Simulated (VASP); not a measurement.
# GaGe3 (Pm-3m) in VASP: a series of runs

Runs on GaGe3. Level: PBEsol. Tasks: single point.

All numbers are computed with VASP 6.6.1; they aren't measurements. Logs are shortened: lines on timing, memory, paths and dates and some standing lists are left out, and cuts for length are marked.

## Step 1: The cell of the first run

It takes space group Pm-3m (No. 221, cubic). The conventional cell has a = 4.278 Å, b = 4.278 Å, c = 4.278 Å, α = 90.00°, β = 90.00°, γ = 90.00°. Within 4.0 Å of Ge (site symmetry 4/mmm) lie 8 Ge at 3.03 Å and 4 Ga at 3.03 Å. Ga (site symmetry m-3m) has 12 Ge at 3.03 Å within 4.0 Å.

## Step 2: Single point, PBEsol

INCAR

```
ALGO     = Normal         # electronic algorithm
EDIFF    = 1E-6           # SCF threshold, eV
ENCUT    = 520            # plane-wave cutoff, eV
GGA      = PS             # functional
ISIF     = 2              # what is computed and relaxed
ISMEAR   = -1             # smearing method
LASPH    = T              # aspherical terms in the spheres
LCHARG   = F              # write CHGCAR
LREAL    = F              # projectors in reciprocal space
LWAVE    = F              # write WAVECAR
NBANDS   = 36             # bands
NELM     = 80             # most SCF steps
PREC     = Accurate       # precision mode
SIGMA    = 0.05           # smearing width, eV
```

KPOINTS

```
k-points
0
Gamma
  4 4 4
```

POSCAR

```
GaGe3
1.0
    4.2784660000      0.0000000000      0.0000000000
    0.0000000000      4.2784660000      0.0000000000
    0.0000000000      0.0000000000      4.2784660000
Ge Ga
3 1
Direct
    0.5000000000      0.5000000000      0.0000000000
    0.5000000000      0.0000000000      0.5000000000
    0.0000000000      0.5000000000      0.5000000000
    0.0000000000      0.0000000000      0.0000000000
```

Potentials or basis: VASP PAW PBE potentials, release 64 (Ge_d, Ga_d).

Started as:

```sh
cat potpaw_PBE.64/Ge_d/POTCAR potpaw_PBE.64/Ga_d/POTCAR > POTCAR
mpirun -np 1 vasp_std > vasp.out
```

OUTCAR:

```text
EDIFF = 1E-6
   ENCUT = 520
   GGA = PS
   ISIF = 2
   ISMEAR = -1
   LASPH = T
   LREAL = F
   NELM = 80
   PREC = Accurate

 ion  position               nearest neighbor table
   1  0.500  0.500  0.000-
   2  0.500  0.000  0.500-
   3  0.000  0.500  0.500-
   4  0.000  0.000  0.000-

  LATTYP: Found a simple cubic cell.
 ALAT       =     4.2784660000

  Lattice vectors:

 A1 = (   4.2784660000,   0.0000000000,   0.0000000000)
 A2 = (   0.0000000000,   4.2784660000,   0.0000000000)
 A3 = (   0.0000000000,   0.0000000000,   4.2784660000)

Analysis of symmetry for initial positions (statically):
=====================================================================
 Subroutine PRICEL returns:
 Original cell was already a primitive cell.

 Routine SETGRP: Setting up the symmetry group for a
 simple cubic supercell.

 Subroutine GETGRP returns: Found 48 space group operations
 (whereof 48 operations were pure point group operations)
 out of a pool of 48 trial point group operations.

The static configuration has the point symmetry O_h .

Analysis of symmetry for dynamics (positions and initial velocities):
=====================================================================
 Subroutine PRICEL returns:
 Original cell was already a primitive cell.

 Routine SETGRP: Setting up the symmetry group for a
 simple cubic supercell.

 Subroutine GETGRP returns: Found 48 space group operations
 (whereof 48 operations were pure point group operations)
 out of a pool of 48 trial point group operations.

The dynamic configuration has the point symmetry O_h .

 Subroutine INISYM returns: Found 48 space group operations
 (whereof 48 operations are pure point group operations),
 and found     1 'primitive' translations

----------------------------------------------------------------------------------------

                                     Primitive cell

  volume of cell :      78.3185

  direct lattice vectors                    reciprocal lattice vectors
     4.278466000  0.000000000  0.000000000     0.233728631  0.000000000  0.000000000
     0.000000000  4.278466000  0.000000000     0.000000000  0.233728631  0.000000000
     0.000000000  0.000000000  4.278466000     0.000000000  0.000000000  0.233728631

  length of vectors
     4.278466000  4.278466000  4.278466000     0.233728631  0.233728631  0.233728631

  position of ions in fractional coordinates (direct lattice)
     0.500000000  0.500000000  0.000000000
     0.500000000  0.000000000  0.500000000
     0.000000000  0.500000000  0.500000000
     0.000000000  0.000000000  0.000000000

  ion indices of the primitive-cell ions
   primitive index   ion index
                 1           1
                 2           2
                 3           3
                 4           4

----------------------------------------------------------------------------------------

 KPOINTS: k-points

Automatic generation of k-mesh.
 Grid dimensions read from file:
 generate k-points for:    4    4    4

 Generating k-lattice:

  Cartesian coordinates                     Fractional coordinates (reciprocal lattice)
     0.058432158  0.000000000  0.000000000     0.250000000  0.000000000  0.000000000
     0.000000000  0.058432158  0.000000000     0.000000000  0.250000000  0.000000000
     0.000000000  0.000000000  0.058432158     0.000000000  0.000000000  0.250000000

  Length of vectors
     0.058432158  0.058432158  0.058432158

  Shift w.r.t. Gamma in fractional coordinates (k-lattice)
     0.000000000  0.000000000  0.000000000

 Subroutine IBZKPT returns following result:
 ===========================================

 Found     10 irreducible k-points:

 Following reciprocal coordinates:
            Coordinates               Weight
  0.000000  0.000000  0.000000      1.000000
  0.250000  0.000000  0.000000      6.000000
  0.500000  0.000000  0.000000      3.000000
  0.250000  0.250000  0.000000     12.000000
  0.500000  0.250000  0.000000     12.000000
  0.500000  0.500000  0.000000      3.000000
  0.250000  0.250000  0.250000      8.000000
  0.500000  0.250000  0.250000     12.000000
  0.500000  0.500000  0.250000      6.000000
  0.500000  0.500000  0.500000      1.000000
   k-points           NKPTS =     10   k-points in BZ     NKDIM =     10   number of bands    NBANDS=     36
   number of dos      NEDOS =    301   number of ions     NIONS =      4
   total plane-waves  NPLWV =  32768
   dimension x,y,z NGX =    32 NGY =   32 NGZ =   32
   dimension x,y,z NGXF=    64 NGYF=   64 NGZF=   64
   ions per type =               3   1
   NGX,Y,Z   is equivalent  to a cutoff of  12.43, 12.43, 12.43 a.u.
   NGXF,Y,Z  is equivalent  to a cutoff of  24.87, 24.87, 24.87 a.u.
 SYSTEM =  unknown system
   PREC   = accura    normal or accurate (medium, high low for compatibility)
   ISTART =      0    job   : 0-new  1-cont  2-samecut
   ICHARG =      2    charge: 1-file 2-atom 10-const
   ISPIN  =      1    spin polarized calculation?
   LNONCOLLINEAR =      F non collinear calculations
   LSORBIT =      F    spin-orbit coupling
   LASPH  =      T    aspherical Exc in radial PAW
   ENCUT  =  520.0 eV  38.22 Ry    6.18 a.u.   7.96  7.96  7.96*2*pi/ulx,y,z
   NELM   =     80;   NELMIN=  2; NELMDL= -5     # of ELM steps
   EDIFF  = 0.1E-05   stopping-criterion for ELM
   LREAL  =      F    real-space projection
   EDIFFG = 0.1E-04   stopping-criterion for IOM
   NSW    =      0    number of steps for IOM
   IBRION =     -1    ionic relax: 0-MD 1-quasi-New 2-CG
   NFREE  =      0    steps in history (QN), initial steepest desc. (CG)
   ISIF   =      2    stress and relaxation
   ISYM   =      2    0-nonsym 1-usesym 2-fastsym
   POTIM  = 0.5000    time-step for ionic-motion
   TEBEG  =    0.0;   TEEND  =   0.0 temperature during run
   PSTRESS=    0.0 pullay stress
   NELECT =      55.0000    total number of electrons
   NUPDOWN=      -1.0000    fix difference up-down
   EMIN   =  10.00;   EMAX   =-10.00  energy-range for DOS
   EFERMI =   0.00;   METHOD = LEGACY
   ISMEAR =    -1;   SIGMA  =   0.05  broadening in eV -4-tet -1-fermi 0-gaus
   EFERMI_NEDOS =   21; number of points for ismear=-14 and -15
   IALGO  =     38    algorithm
   IMIX   =      4    mixing-type and parameters
     AMIX     =   0.40;   BMIX     =  1.00
     AMIX_MAG =   1.60;   BMIX_MAG =  1.00
  volume/ion in A,a.u.               =      19.58       132.13
  Fermi-wavevector in a.u.,A,eV,Ry     =   1.455150  2.749834 28.809797  2.117460
  Thomas-Fermi vector in A             =   2.572218
   LORBIT       =      0    0 simple, 1 ext, 2 COOP (PROOUT), +10 PAW based schemes
   GGA     = PS    functional components
   LHFCALC =     F    Hartree Fock is set to
   AEXX    =    0.0000 exact exchange contribution
   IVDW    =     0    specifies the selected vdW correction
   LEPSILON=     F    determine dielectric tensor
   LRPA    =     F    only Hartree local field effects (RPA)
 non-spin polarized calculation
  energy-cutoff  :      520.00
  volume of cell :       78.32
 maximum number of plane-waves:      2176
 NGX is ok and might be reduce to    32
   NGX = 15   NGY = 15   NGZ = 15

 number of electron      54.9999920 magnetization

 Free energy of the ion-electron system (eV)
  ---------------------------------------------------
  ext. energy  EPLUGINS =         0.00000000
  ---------------------------------------------------
  free energy    TOTEN  =       -17.30707382 eV

  energy without entropy =      -17.28679530  energy(sigma->0) =      -17.29693456

 E-fermi :   5.9339     XC(G=0): -11.1821

 val. band max:        5.8089173382   @ k =   0.5000   0.5000   0.0000
 cond. band min:       5.9598256663   @ k =   0.5000   0.0000   0.0000
 fundamental gap:      0.1509083281
 Fermi energy:         5.9338746149

 k-point     1 :       0.0000    0.0000    0.0000
  band No.  band energies     occupation
      1     -18.7223      2.00000
      2     -18.7223      2.00000
      3     -18.7223      2.00000
      4     -18.7147      2.00000
      5     -18.6709      2.00000
      6     -18.6709      2.00000
[... 28 lines left out ...]
     35      12.6299      0.00000
     36      13.0007      0.00000

 k-point     2 :       0.2500    0.0000    0.0000
  band No.  band energies     occupation
      1     -18.7201      2.00000
      2     -18.7046      2.00000
      3     -18.7046      2.00000
      4     -18.7036      2.00000
      5     -18.6695      2.00000
      6     -18.6611      2.00000
[... 28 lines left out ...]
     35      13.4643      0.00000
     36      13.6497      0.00000

 k-point     3 :       0.5000    0.0000    0.0000
  band No.  band energies     occupation
      1     -18.7178      2.00000
      2     -18.6872      2.00000
      3     -18.6671      2.00000
      4     -18.6659      2.00000
      5     -18.6659      2.00000
      6     -18.6572      2.00000
[... 28 lines left out ...]
     35      11.7708      0.00000
     36      11.7708      0.00000

 k-point     4 :       0.2500    0.2500    0.0000
  band No.  band energies     occupation
      1     -18.7069      2.00000
      2     -18.7021      2.00000
      3     -18.6986      2.00000
      4     -18.6887      2.00000
      5     -18.6663      2.00000
      6     -18.6541      2.00000
[... 28 lines left out ...]
     35      11.5333      0.00000
     36      13.7780      0.00000

 k-point     5 :       0.5000    0.2500    0.0000
  band No.  band energies     occupation
      1     -18.7018      2.00000
      2     -18.6851      2.00000
      3     -18.6794      2.00000
      4     -18.6696      2.00000
      5     -18.6645      2.00000
      6     -18.6572      2.00000
[... 28 lines left out ...]
     35      12.4530      0.00000
     36      12.6242      0.00000

 k-point     6 :       0.5000    0.5000    0.0000
  band No.  band energies     occupation
      1     -18.6876      2.00000
      2     -18.6876      2.00000
      3     -18.6737      2.00000
      4     -18.6618      2.00000
      5     -18.6586      2.00000
      6     -18.6571      2.00000
[... 28 lines left out ...]
     35      13.4233      0.00000
     36      13.4233      0.00000

 k-point     7 :       0.2500    0.2500    0.2500
  band No.  band energies     occupation
      1     -18.7057      2.00000
      2     -18.6945      2.00000
      3     -18.6945      2.00000
      4     -18.6787      2.00000
      5     -18.6597      2.00000
      6     -18.6592      2.00000
[... 28 lines left out ...]
     35      14.1151      0.00000
     36      14.1205      0.00000

 k-point     8 :       0.5000    0.2500    0.2500
  band No.  band energies     occupation
      1     -18.6985      2.00000
      2     -18.6825      2.00000
      3     -18.6809      2.00000
      4     -18.6761      2.00000
      5     -18.6742      2.00000
      6     -18.6664      2.00000
[... 28 lines left out ...]
     35      12.2938      0.00000
     36      12.7659      0.00000

 k-point     9 :       0.5000    0.5000    0.2500
  band No.  band energies     occupation
      1     -18.6883      2.00000
      2     -18.6883      2.00000
      3     -18.6853      2.00000
      4     -18.6762      2.00000
      5     -18.6762      2.00000
      6     -18.6737      2.00000
[... 28 lines left out ...]
     35      13.7617      0.00000
     36      13.7617      0.00000

 k-point    10 :       0.5000    0.5000    0.5000
  band No.  band energies     occupation
      1     -18.6921      2.00000
      2     -18.6921      2.00000
      3     -18.6921      2.00000
      4     -18.6825      2.00000
      5     -18.6825      2.00000
      6     -18.6825      2.00000
[... 28 lines left out ...]
     35      14.4927      0.00000
     36      14.4927      0.00000

------------------------ aborting loop because EDIFF is reached ----------------------------------------

  FORCE on cell =-STRESS in cart. coord.  units (eV):
  Direction    XX          YY          ZZ          XY          YZ          ZX
  --------------------------------------------------------------------------------------
  -------------------------------------------------------------------------------------
  Total       -1.8550117     -1.8550117     -1.8550117      0.0000000      0.0000000      0.0000000
  in kB      -37.9483577    -37.9483577    -37.9483577      0.0000000      0.0000000      0.0000000
  external PRESSURE =     -37.9483577 kB  Pullay stress =       0.0000000 kB

 VOLUME and BASIS-vectors are now :
 -----------------------------------------------------------------------------
  energy-cutoff  :      520.00
  volume of cell :       78.32
      direct lattice vectors                 reciprocal lattice vectors
     4.278466000  0.000000000  0.000000000     0.233728631  0.000000000  0.000000000
     0.000000000  4.278466000  0.000000000     0.000000000  0.233728631  0.000000000
     0.000000000  0.000000000  4.278466000     0.000000000  0.000000000  0.233728631

 POSITION                                       TOTAL-FORCE (eV/Angst)
 -----------------------------------------------------------------------------------
      2.13923      2.13923      0.00000         0.000000      0.000000      0.000000
      2.13923      0.00000      2.13923         0.000000      0.000000      0.000000
      0.00000      2.13923      2.13923         0.000000      0.000000      0.000000
      0.00000      0.00000      0.00000         0.000000      0.000000      0.000000
 -----------------------------------------------------------------------------------
    total drift:                                0.000000     -0.000000     -0.000000

  FREE ENERGIE OF THE ION-ELECTRON SYSTEM (eV)
  ---------------------------------------------------
  free  energy   TOTEN  =       -17.3070738203 eV

  energy  without entropy=      -17.2867952956  energy(sigma->0) =      -17.29693456
```

Wall time 20 s (1 thread of AMD EPYC 7R13 (Zen 3), shared host); peak memory 0.15 GiB.

Results:

```
Free energy : -17.3071 eV
Pressure    : -3.8 GPa
```

Levels at points of the mesh, in eV from the Fermi level:
```tsv
k point	band 23	band 24	band 25	band 26	band 27	band 28	band 29	band 30	band 31	band 32
(0.00, 0.00, 0.00)	-5.52	-3.73	-3.73	-3.73	-3.28	2.66	2.66	2.66	3.57	3.57
(0.50, 0.00, 0.00)	-5.08	-3.28	-1.87	-1.87	-1.26	-1.26	0.03	0.25	4.44	4.60
(0.50, 0.50, 0.00)	-8.75	-7.07	-0.71	-0.12	-0.12	0.08	0.29	0.29	0.72	1.65
(0.50, 0.50, 0.50)	-7.72	-5.35	-5.15	-4.83	-4.83	-4.83	6.64	6.64	6.73	6.73
```

Caveat: the k points lie up to 0.37 Å⁻¹ apart; the PAW data sets were made with another functional, which shifts forces and pressure a little.

## Step 3: Single point, PBEsol, non-collinear spin, zero start, spin-orbit coupling

INCAR

```
SYSTEM = GaGe3
ALGO = Normal
EDIFF = 1E-6
ENCUT = 520
GGA = PS
GGA_COMPAT = .FALSE.
ISIF = 2
ISMEAR = -1
LASPH = .TRUE.
LCHARG = .TRUE.
LORBIT = 11
LORBMOM = .TRUE.
LREAL = .FALSE.
LSORBIT = .TRUE.
LVHAR = .TRUE.
LWAVE = .FALSE.
MAGMOM = 0 0 0 0 0 0 0 0 0 0 0 0
NBANDS = 69
NELM = 150
PREC = Accurate
SIGMA = 0.05
```

KPOINTS

```
k-points
0
G
  6 6 6
  0 0 0
```

POSCAR is that of step 2.

Potentials or basis: VASP PAW PBE potentials, release 64 (Ge_d, Ga_d).

Started as:

```sh
cat potpaw_PBE.64/Ge_d/POTCAR potpaw_PBE.64/Ga_d/POTCAR > POTCAR
mpirun -np 1 vasp_ncl > vasp.out
```

It took 3.2 min on 1 thread of Intel Xeon Platinum 8259CL at 2.50GHz (Skylake/Cascade Lake), shared host; peak memory 0.39 GiB.

Results (log left out):

| Property | Result |
| --- | --- |
| Free energy | -17.2391 eV |
| Pressure | -3.4 GPa |
| Net moment | 0.00 μB per cell |
| Valence electrons inside the program's atomic spheres | Ge 12.15; Ga 11.51 |

Moments on the atoms (μB; x, y, z):
```
Ge  0.00 0.00 0.00
Ge  0.00 0.00 0.00
Ge  0.00 0.00 0.00
Ga  0.00 0.00 0.00
```

Caveat: the PAW data sets were made with another functional, which shifts forces and pressure a little.

(Continued in part 2 of 2.)
